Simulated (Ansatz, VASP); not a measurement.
**Two plane-wave programs on H5CClO**

```
O H C Cl
1.0
     6.90623    0.00000    0.00000
     0.00000    6.90623    0.00000
     0.00000    0.00000    6.90623
O H C Cl
3 15 3 3
Direct
  0.41193 0.96157 0.91598
  0.36423 0.34161 0.76190
  0.08589 0.53976 0.54125
  0.53109 0.92869 0.85005
  0.36048 0.84005 0.96372
  0.49514 0.32459 0.71606
  0.33522 0.21552 0.81729
  0.13899 0.58917 0.42201
  0.19035 0.46876 0.60418
  0.93340 0.28506 0.41932
  0.96028 0.02646 0.40135
  0.73173 0.13687 0.34632
  0.82551 0.45697 0.04892
  0.97305 0.51398 0.84189
  0.07736 0.39261 0.04545
  0.73174 0.60258 0.53223
  0.63193 0.81443 0.42287
  0.48788 0.67769 0.58940
  0.86250 0.14527 0.43313
  0.96874 0.49598 0.99777
  0.60004 0.67129 0.47910
  0.79546 0.12402 0.68433
  0.02804 0.72591 0.10469
  0.50771 0.52909 0.28201
```

Alike in both runs: functional r2SCAN; dispersion D3(BJ); k mesh 1 × 1 × 1; occupations fermi-dirac, width 0.02 eV; no spin polarisation.

Ansatz relaxed the structure, and its values are those at the end. VASP's run is a single point on that final structure, the one shown.

|  | VASP | Ansatz |
| --- | --- | --- |
| version | VASP 6.6.1 | Ansatz 0.2.0 |
| potentials or method | VASP PAW PBE potentials, release 64 (O, H, C, Cl), cutoff 520 eV | scalar-relativistic, plane waves, PAW |
| valence electrons in the cell | 66 | 66 |

|  | VASP | Ansatz | Ansatz less VASP |
| --- | --- | --- | --- |
| rms of the force components (eV/Å) | 0.069 | 0.065 | -0.0046 |

VASP's potentials were made for PBE, not for r2SCAN. Ansatz's warnings: dispersion damping borrowed.
